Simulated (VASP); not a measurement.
Runs of VASP 6.6.1 on AgCl. The structure is that of space group Fm-3m (No. 225), or close to it. The cells are those of the table. 

```csv
cell,gap on the mesh (eV),pressure (GPa)
"a = 4.001, b = 3.922 Å, angles 60.7, 58.7, 60.7°, 2 atoms",1.31,-1.8
"a = 3.902, b = 3.922 Å, angles 59.8, 60.3, 59.8°, 2 atoms",1.39,(c)
"a = 3.991, b = 3.922 Å, angles 60.6, 58.9, 60.6°, 2 atoms",(b),-1.6
"a = 3.883, b = 3.922 Å, angles 59.7, 60.7, 59.7°, 2 atoms",1.36,1.0
"a = 3.981, b = 3.922 Å, angles 60.5, 59.0, 60.5°, 2 atoms",1.34,-1.4
"a = 3.941, b = 3.922 Å, angles 60.2, 59.7, 60.2°, 2 atoms",1.39,-0.6
"a = 3.961, b = 3.922 Å, angles 60.3, 59.3, 60.3°, 2 atoms",1.36,-1.0
"a = 3.863, b = 3.922 Å, angles 59.5, 61.0, 59.5°, 2 atoms",(a),1.7
```

Alike in all rows: task single point; level r2SCAN; potentials or basis VASP PAW PBE potentials, release 64 (Ag, Cl); no spin polarisation; k mesh 8 × 8 × 8; cutoff (eV) 520; smearing gaussian 0.05 eV.

Estimate the missing entries.

(a) 1.33; (b) 1.32; (c) 0.4.

Caveats: the PAW data sets were made with another functional, which shifts forces and pressure a little.

A k mesh can miss the band edges, and the runs leave out spin-orbit coupling on Ag.
